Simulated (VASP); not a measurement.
# AlB5As6 (P3m1) in VASP: relaxation of cell and atoms with PBE

Aim: the relaxation of cell and atoms of AlB5As6 with PBE.

All numbers are computed with VASP 6.6.1; they aren't measurements. Logs are shortened: lines on timing, memory, paths and dates and some standing lists are left out, and cuts for length are marked.

**1. The cell of the first run**

Symmetry: P3m1, No. 156, trigonal system. Conventional cell: a = 3.487 Å, b = 3.487 Å, c = 17.450 Å, α = 90.00°, β = 90.00°, γ = 120.00°. Within 3.1 Å of Al (site symmetry 3m) lie 4 As at 2.32 to 2.49 Å. B (site symmetry 3m) has 4 As at 2.09 to 2.12 Å within 2.8 Å. B (site symmetry 3m) has 4 As at 2.09 to 2.12 Å within 2.8 Å. B (site symmetry 3m) has 4 As at 2.09 to 2.13 Å within 2.8 Å. B (site symmetry 3m) has 4 As at 2.08 to 2.12 Å within 2.8 Å. Within 2.8 Å of B (site symmetry 3m) lie 4 As at 2.09 to 2.12 Å. Within 2.8 Å of As (site symmetry 3m) lie 4 B at 2.09 to 2.12 Å. As (site symmetry 3m) has 4 B at 2.09 to 2.12 Å within 2.8 Å.

**2. Relaxation of cell and atoms, PBE**

File INCAR:

```
SYSTEM = AlB5As6
ALGO     = Normal         ! electronic algorithm
EDIFF    = 1E-7           ! SCF threshold, eV
EDIFFG   = -0.01          ! ionic threshold
ENCUT    = 600            ! plane-wave cutoff, eV
GGA      = PE             ! functional
IBRION   = 2              ! ionic algorithm
ISIF     = 3              ! what is computed and relaxed
ISMEAR   = 0              ! smearing method
LASPH    = .True.         ! aspherical terms in the spheres
LCHARG   = .False.        ! write CHGCAR
LREAL    = .False.        ! projectors in reciprocal space
LWAVE    = .False.        ! write WAVECAR
NELM     = 80             ! most SCF steps
NSW      = 100            ! ionic steps
PREC     = Accurate       ! precision mode
SIGMA    = 0.1            ! smearing width, eV
```

File KPOINTS:

```
k-points
0
Gamma
  12 12 4
  0 0 0
```

File POSCAR:

```
AlB5As6
1.0
    3.4867895172      0.0000000000      0.0000000000
   -1.7433947586      3.0196482996      0.0000000000
    0.0000000000      0.0000000000     17.4498866210
Al B As
1 5 6
Direct
    0.0000000000      0.0000000000      0.5021656988
    0.0000000000      0.0000000000      0.0006292194
    0.3333333333      0.6666666667      0.8423610581
    0.6666666667      0.3333333333      0.6841010720
    0.3333333333      0.6666666667      0.3168215901
    0.6666666667      0.3333333333      0.1589650261
    0.3333333333      0.6666666667      0.9618598540
    0.6666666667      0.3333333333      0.8036093831
    0.0000000000      0.0000000000      0.6447611627
    0.3333333333      0.6666666667      0.4360865345
    0.6666666667      0.3333333333      0.2785100893
    0.0000000000      0.0000000000      0.1201293119
```

Potentials or basis: VASP PAW PBE potentials, release 64 (Al, B, As).

Started as:

```bash
> cat potpaw_PBE.64/Al/POTCAR potpaw_PBE.64/B/POTCAR potpaw_PBE.64/As/POTCAR > POTCAR
> mpirun -np 1 vasp_std > vasp.out
```

OUTCAR:

```text
SYSTEM = AlB5As6
   EDIFF = 1E-7
   EDIFFG = -0.01
   ENCUT = 600
   GGA = PE
   IBRION = 2
   ISIF = 3
   ISMEAR = 0
   LASPH = .True.
   LREAL = .False.
   NELM = 80
   NSW = 100
   PREC = Accurate

 ion  position               nearest neighbor table
   1  0.000  0.000  0.502-  10 2.32  10 2.32  10 2.32   9 2.49
   2  0.000  0.000  0.001-  12 2.09   7 2.12   7 2.12   7 2.12
   3  0.333  0.667  0.842-   7 2.09   8 2.12   8 2.12   8 2.12
   4  0.667  0.333  0.684-   8 2.09   9 2.13   9 2.13   9 2.13
   5  0.333  0.667  0.317-  10 2.08  11 2.12  11 2.12  11 2.12
   6  0.667  0.333  0.159-  11 2.09  12 2.12  12 2.12  12 2.12
   7  0.333  0.667  0.962-   3 2.09   2 2.12   2 2.12   2 2.12
   8  0.667  0.333  0.804-   4 2.09   3 2.12   3 2.12   3 2.12
   9  0.000  0.000  0.645-   4 2.13   4 2.13   4 2.13   1 2.49
  10  0.333  0.667  0.436-   5 2.08   1 2.32   1 2.32   1 2.32
  11  0.667  0.333  0.279-   6 2.09   5 2.12   5 2.12   5 2.12
  12  0.000  0.000  0.120-   2 2.09   6 2.12   6 2.12   6 2.12

  LATTYP: Found a hexagonal cell.
 ALAT       =     3.4867895172
 C/A-ratio  =     5.0045712639

  Lattice vectors:

 A1 = (   3.4867895172,   0.0000000000,   0.0000000000)
 A2 = (  -1.7433947586,   3.0196482996,   0.0000000000)
 A3 = (   0.0000000000,   0.0000000000,  17.4498866210)

Analysis of symmetry for initial positions (statically):
=====================================================================
 Subroutine PRICEL returns:
 Original cell was already a primitive cell.

 Routine SETGRP: Setting up the symmetry group for a
 hexagonal supercell.

 Subroutine GETGRP returns: Found  6 space group operations
 (whereof  6 operations were pure point group operations)
 out of a pool of 24 trial point group operations.

The static configuration has the point symmetry C_3v.

Analysis of symmetry for dynamics (positions and initial velocities):
=====================================================================
 Subroutine PRICEL returns:
 Original cell was already a primitive cell.

 Routine SETGRP: Setting up the symmetry group for a
 hexagonal supercell.

 Subroutine GETGRP returns: Found  6 space group operations
 (whereof  6 operations were pure point group operations)
 out of a pool of 24 trial point group operations.

The dynamic configuration has the point symmetry C_3v.

 Subroutine INISYM returns: Found  6 space group operations
 (whereof  6 operations are pure point group operations),
 and found     1 'primitive' translations

----------------------------------------------------------------------------------------

                                     Primitive cell

  volume of cell :     183.7277

  direct lattice vectors                    reciprocal lattice vectors
     3.486789517  0.000000000  0.000000000     0.286796778  0.165582197  0.000000000
    -1.743394759  3.019648300  0.000000000     0.000000000  0.331164394  0.000000000
     0.000000000  0.000000000 17.449886621     0.000000000  0.000000000  0.057306963

  length of vectors
     3.486789517  3.486789517 17.449886621     0.331164394  0.331164394  0.057306963

  position of ions in fractional coordinates (direct lattice)
     0.000000000  0.000000000  0.502165699
     0.000000000  0.000000000  0.000629219
     0.333333333  0.666666667  0.842361058
     0.666666667  0.333333333  0.684101072
     0.333333333  0.666666667  0.316821590
     0.666666667  0.333333333  0.158965026
     0.333333333  0.666666667  0.961859854
     0.666666667  0.333333333  0.803609383
     0.000000000  0.000000000  0.644761163
     0.333333333  0.666666667  0.436086534
     0.666666667  0.333333333  0.278510089
     0.000000000  0.000000000  0.120129312

  ion indices of the primitive-cell ions
   primitive index   ion index
                 1           1
                 2           2
                 3           3
                 4           4
                 5           5
                 6           6
                 7           7
                 8           8
                 9           9
                10          10
                11          11
                12          12

----------------------------------------------------------------------------------------

 KPOINTS: k-points

Automatic generation of k-mesh.
 Grid dimensions read from file:
 generate k-points for:   12   12    4

 Generating k-lattice:

  Cartesian coordinates                     Fractional coordinates (reciprocal lattice)
     0.023899732  0.013798516  0.000000000     0.083333333  0.000000000  0.000000000
     0.000000000  0.027597033  0.000000000     0.000000000  0.083333333  0.000000000
     0.000000000  0.000000000  0.014326741     0.000000000  0.000000000  0.250000000

  Length of vectors
     0.027597033  0.027597033  0.014326741

  Shift w.r.t. Gamma in fractional coordinates (k-lattice)
     0.000000000  0.000000000  0.000000000

 Subroutine IBZKPT returns following result:
 ===========================================

 Found     69 irreducible k-points:

 Following reciprocal coordinates:
            Coordinates               Weight
  0.000000  0.000000  0.000000      1.000000
  0.083333  0.000000  0.000000      6.000000
  0.166667  0.000000  0.000000      6.000000
  0.250000 -0.000000  0.000000      6.000000
  0.333333 -0.000000  0.000000      6.000000
  0.416667 -0.000000  0.000000      6.000000
[... 16 lines left out ...]
  0.166667  0.000000  0.250000      6.000000
  0.000000  0.166667  0.250000      6.000000
 [... further k-points ...]
   k-points           NKPTS =     69   k-points in BZ     NKDIM =     69   number of bands    NBANDS=     31
   number of dos      NEDOS =    301   number of ions     NIONS =     12
   total plane-waves  NPLWV = 109760
   dimension x,y,z NGX =    28 NGY =   28 NGZ =  140
   dimension x,y,z NGXF=    56 NGYF=   56 NGZF=  280
   ions per type =               1   5   6
   NGX,Y,Z   is equivalent  to a cutoff of  13.35, 13.35, 13.34 a.u.
   NGXF,Y,Z  is equivalent  to a cutoff of  26.70, 26.70, 26.68 a.u.
 SYSTEM =  AlB5As6
   PREC   = accura    normal or accurate (medium, high low for compatibility)
   ISTART =      0    job   : 0-new  1-cont  2-samecut
   ICHARG =      2    charge: 1-file 2-atom 10-const
   ISPIN  =      1    spin polarized calculation?
   LNONCOLLINEAR =      F non collinear calculations
   LSORBIT =      F    spin-orbit coupling
   LASPH  =      T    aspherical Exc in radial PAW
   ENCUT  =  600.0 eV  44.10 Ry    6.64 a.u.   6.96  6.96 34.85*2*pi/ulx,y,z
   NELM   =     80;   NELMIN=  2; NELMDL= -5     # of ELM steps
   EDIFF  = 0.1E-06   stopping-criterion for ELM
   LREAL  =      F    real-space projection
   EDIFFG = -.1E-01   stopping-criterion for IOM
   NSW    =    100    number of steps for IOM
   IBRION =      2    ionic relax: 0-MD 1-quasi-New 2-CG
   NFREE  =      1    steps in history (QN), initial steepest desc. (CG)
   ISIF   =      3    stress and relaxation
   ISYM   =      2    0-nonsym 1-usesym 2-fastsym
   POTIM  = 0.5000    time-step for ionic-motion
   TEBEG  =    0.0;   TEEND  =   0.0 temperature during run
   PSTRESS=    0.0 pullay stress
   NELECT =      48.0000    total number of electrons
   NUPDOWN=      -1.0000    fix difference up-down
   EMIN   =  10.00;   EMAX   =-10.00  energy-range for DOS
   EFERMI =   0.00;   METHOD = LEGACY
   ISMEAR =     0;   SIGMA  =   0.10  broadening in eV -4-tet -1-fermi 0-gaus
   EFERMI_NEDOS =   21; number of points for ismear=-14 and -15
   IALGO  =     38    algorithm
   IMIX   =      4    mixing-type and parameters
     AMIX     =   0.40;   BMIX     =  1.00
     AMIX_MAG =   1.60;   BMIX_MAG =  1.00
  volume/ion in A,a.u.               =      15.31       103.32
  Fermi-wavevector in a.u.,A,eV,Ry     =   1.046559  1.977710 14.902264  1.095286
  Thomas-Fermi vector in A             =   2.181402
   LORBIT       =      0    0 simple, 1 ext, 2 COOP (PROOUT), +10 PAW based schemes
   GGA     = PE    functional components
   LHFCALC =     F    Hartree Fock is set to
   AEXX    =    0.0000 exact exchange contribution
   IVDW    =     0    specifies the selected vdW correction
   LEPSILON=     F    determine dielectric tensor
   LRPA    =     F    only Hartree local field effects (RPA)
 conjugate gradient relaxation of ions
 non-spin polarized calculation
 Gauss-broadening in eV      SIGMA  =   0.10
  energy-cutoff  :      600.00
  volume of cell :      183.73
 maximum number of plane-waves:      6166
   NGX = 13   NGY = 13   NGZ = 69

--------------------------------------- Ionic step        1  -------------------------------------------

 number of electron      48.0000000 magnetization

 Free energy of the ion-electron system (eV)
  ---------------------------------------------------
  ext. energy  EPLUGINS =         0.00000000
  ---------------------------------------------------
  free energy    TOTEN  =       -64.96919426 eV

  energy without entropy =      -64.96432445  energy(sigma->0) =      -64.96675936

------------------------ aborting loop because EDIFF is reached ----------------------------------------

  FORCE on cell =-STRESS in cart. coord.  units (eV):
  Direction    XX          YY          ZZ          XY          YZ          ZX
  --------------------------------------------------------------------------------------
  -------------------------------------------------------------------------------------
  Total        0.4832639      0.4832639      0.5571225      0.0000000     -0.0000000      0.0000000
  in kB        4.2142490      4.2142490      4.8583249      0.0000000     -0.0000000      0.0000000
  external PRESSURE =       4.4289409 kB  Pullay stress =       0.0000000 kB
[... 169 lines left out ...]
  energy  without entropy=      -64.9652582604  energy(sigma->0) =      -64.96770278

--------------------------------------- Ionic step        5  -------------------------------------------

 number of electron      48.0000000 magnetization

 Free energy of the ion-electron system (eV)
  ---------------------------------------------------
  ext. energy  EPLUGINS =         0.00000000
  ---------------------------------------------------
  free energy    TOTEN  =       -64.97016517 eV

  energy without entropy =      -64.96535490  energy(sigma->0) =      -64.96776003

 E-fermi :   6.5101     XC(G=0): -10.1812

 val. band max:        6.5062647374   @ k =   0.4167  -0.0000   0.5000
 cond. band min:       6.5150122251   @ k =   0.5000  -0.0000   0.0000
 fundamental gap:      0.0087474877
 Fermi energy:         6.5100684967

 k-point     1 :       0.0000    0.0000    0.0000
  band No.  band energies     occupation
      1      -9.2535      2.00000
      2      -8.9041      2.00000
      3      -8.4649      2.00000
      4      -7.6664      2.00000
      5      -7.2018      2.00000
      6      -6.4440      2.00000
[... 805 lines left out ...]
     30       9.0135      0.00000
     31       9.3481      0.00000

 [... further k-points ...]

------------------------ aborting loop because EDIFF is reached ----------------------------------------

  FORCE on cell =-STRESS in cart. coord.  units (eV):
  Direction    XX          YY          ZZ          XY          YZ          ZX
  --------------------------------------------------------------------------------------
  -------------------------------------------------------------------------------------
  Total        0.0044423      0.0044423     -0.0120622      0.0000000     -0.0000000      0.0000000
  in kB        0.0385920      0.0385920     -0.1047892      0.0000000     -0.0000000      0.0000000
  external PRESSURE =      -0.0092017 kB  Pullay stress =       0.0000000 kB
[... 27 lines left out ...]
  FREE ENERGIE OF THE ION-ELECTRON SYSTEM (eV)
  ---------------------------------------------------
  free  energy   TOTEN  =       -64.9701651691 eV

  energy  without entropy=      -64.9653548989  energy(sigma->0) =      -64.96776003

 reached required accuracy - stopping structural energy minimisation
```

Wall time 18 min (1 thread of Intel Xeon Platinum 8488C (Sapphire Rapids), shared host); peak memory 0.62 GiB.

What came out:

```yaml
Free_energy: -64.9702 eV
Relaxed_volume: 15.37 Å³/atom
Relaxed_cell: a = 3.491 Å, b = 3.491 Å, c = 17.473 Å, α = 90.00°, β = 90.00°, γ = 120.00°
Space_group_after_relaxing_to_0.1_Å: P3m1 (No. 156)
Energy_gained_by_relaxing: 0.1 meV/atom
Ionic_steps: 5
Pressure_after_relaxing: 0.0 GPa
Largest_force_after_relaxing: 0.004 eV/Å
Band_gap_on_the_k_mesh: zero (bands 24 and 25 overlap by 0.13 eV)
```

Forces on the atoms (eV/Å):
```
Al   0.000  0.000  0.001
B    0.000  0.000 -0.002
B    0.000  0.000 -0.003
B    0.000  0.000 -0.004
B    0.000  0.000  0.003
B    0.000  0.000 -0.003
As   0.000  0.000  0.002
As   0.000  0.000  0.000
As   0.000  0.000 -0.002
As   0.000  0.000  0.004
As   0.000  0.000  0.002
As   0.000  0.000  0.001
```

The path:
```
step  energy change (eV)  largest force (eV/Å)  pressure (GPa)  volume (Å³)
   1              0.0000                0.0425            0.44       183.73
   2             -0.0005                0.0379           -0.28       184.86
   3             -0.0010                0.0218            0.01       184.39
   4             -0.0010                0.0223            0.00       184.41
   5             -0.0010                0.0043            0.00       184.43
```

Final structure:
```xyz
12
Lattice="3.4911 0.0000 0.0000 -1.7455 3.0234 0.0000 0.0000 0.0000 17.4731" Properties=species:S:1:pos:R:3 pbc="T T T"
Al    0.0000    0.0000    8.7754
B     0.0000    0.0000    0.0110
B     0.0000    2.0156   14.7187
B     1.7455    1.0078   11.9530
B     0.0000    2.0156    5.5353
B     1.7455    1.0078    2.7776
As    0.0000    2.0156   16.8066
As    1.7455    1.0078   14.0414
As    0.0000    0.0000   11.2652
As    0.0000    2.0156    7.6207
As    1.7455    1.0078    4.8662
As    0.0000    0.0000    2.0989
```

Caveat: semilocal functionals underestimate gaps, so a narrow gap can read as zero.
